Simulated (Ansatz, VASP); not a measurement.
# One calculation of AgCl, two programs

File INCAR:

```
SYSTEM = AgCl
PREC = Accurate
ENCUT = 520
EDIFF = 1E-7
ISMEAR = -1
SIGMA = 0.03
LREAL = .FALSE.
LASPH = .TRUE.
NELM = 100
ALGO = Normal
ISIF = 2
LWAVE = .FALSE.
LCHARG = .FALSE.
GGA = PE
NBANDS = 26
```

File KPOINTS:

```
regular mesh
0
G
  9 9 8
  0 0 0
```

The input POSCAR:

```
AgCl
1.0
    1.8709097030     -5.5565952358      0.0000000000
    1.8709097030      5.5565952358      0.0000000000
    0.0000000000      0.0000000000      4.0417584705
Ag Cl
2 2
Direct
    0.3965554000      0.6034446000      0.7500000000
    0.6034446000      0.3965554000      0.2500000000
    0.8654487300      0.1345512700      0.2500000000
    0.1345512700      0.8654487300      0.7500000000
```

Input for Ansatz:

```yaml
crystal:
  lattice:
    - [1.870909703, -5.5565952358, 0.0]
    - [1.870909703, 5.5565952358, 0.0]
    - [0.0, 0.0, 4.0417584705]
  atoms:
    - { symbol: Ag, position: [0.3965554, 0.6034446, 0.75] }
    - { symbol: Ag, position: [0.6034446, 0.3965554, 0.25] }
    - { symbol: Cl, position: [0.86544873, 0.13455127, 0.25] }
    - { symbol: Cl, position: [0.13455127, 0.86544873, 0.75] }
kpoints:
  mp_grid: { grid: [9, 9, 8] }
  band_path:
    path:
      - [0.0, 0.0, 0.0]
      - [-0.5, 0.5, 0.0]
      - [-0.2783418463, 0.7216581537, 0.0]
      - [0.2783418463, 0.2783418463, 0.0]
      - [0.0, 0.0, 0.0]
      - [0.0, 0.0, 0.5]
      - [0.2783418463, 0.2783418463, 0.5]
      - [-0.2783418463, 0.7216581537, 0.5]
      - [-0.5, 0.5, 0.5]
    npoints: 5
scf:
  occupations: { method: fermi_dirac, width: 0.03 }
hamiltonian:
  xc: pbe
  pseudopotentials: { kind: all_electron, lapw: { basis_error: 0.001 } }
output:
  forces: true
  stress: true
  eigenvalues: true
```

Change from the starting cell: zz strain of +3 %.

Alike in both runs: task single point; functional PBE; k mesh 9 × 9 × 8; occupations fermi-dirac, width 0.03 eV; no spin polarisation.

|  | VASP | Ansatz |
| --- | --- | --- |
| version | VASP 6.6.1 | Ansatz 0.2.0 |
| potentials or method | VASP PAW PBE potentials, release 64 (Ag, Cl), cutoff 520 eV | all-electron LAPW, scalar-relativistic |

|  | VASP | Ansatz | Ansatz less VASP |
| --- | --- | --- | --- |
| pressure (GPa) | -0.1 | 0.0 | +0.14 |
| traceless stress, the component that is largest in VASP (GPa) | 0.54 | 0.50 | -0.035 |
| rms of the force components (eV/Å) | 0.017 | 0.015 | -0.0012 |

Atom by atom the forces differ by 0.002 eV/Å (rms over components). Ansatz ran all-electron here, and VASP with PAW potentials.
